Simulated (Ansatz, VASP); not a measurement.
# One calculation of Al3GaN4, two programs

```xyz
16
Lattice="0.0000 0.0000 -5.0426 3.1299 5.4211 0.0000 3.1277 -5.4198 0.0000" Properties=species:S:1:pos:R:3 pbc="T T T"
Ga    1.5555   -0.8980    0.0044
Ga    3.1371   -1.8112   -2.5169
Al    3.1249   -3.6231   -0.0008
Al    3.1311    1.8063   -0.0024
Al    4.7002   -0.8947   -0.0008
Al    1.5677    0.9138   -2.5221
Al    4.6914    0.9055   -2.5237
Al    3.1223    3.6065   -2.5221
N     1.5331   -0.8852   -3.0859
N     3.1263   -3.6529   -3.1433
N     3.1313    1.8062   -3.1336
N     4.7267   -0.8810   -3.1433
N     3.1595   -1.8241   -0.5646
N     1.5663    0.9436   -0.6220
N     4.6912    0.9056   -0.6123
N     3.0958    3.5929   -0.6220
```

Alike in both runs: functional PBEsol; k mesh 6 × 4 × 4; occupations gaussian, width 0.02 eV; no spin polarisation.

Ansatz relaxed the structure, and its values are those at the end. VASP's run is a single point on that final structure, the one shown.

|  | VASP | Ansatz |
| --- | --- | --- |
| version | VASP 6.6.1 | Ansatz 0.2.0 |
| potentials or method | VASP PAW PBE potentials, release 64 (Ga_d, Al, N), cutoff 520 eV | scalar-relativistic, plane waves, PAW |
| valence electrons in the cell | 84 | 84 |

|  | VASP | Ansatz | Ansatz less VASP |
| --- | --- | --- | --- |
| gap on the k mesh at the Fermi level (eV) | 3.51 | 3.49 | -0.017 |
| least direct gap on the mesh (eV) | 3.51 | 3.49 | -0.017 |
| pressure (GPa) | -0.1 | 0.0 | +0.06 |
| rms of the force components (eV/Å) | 0.004 | 0.000 | -0.0035 |

VASP's potentials were made for PBE, not for PBEsol. The functional is the same, so the differences come from potentials, cutoffs and numerics.
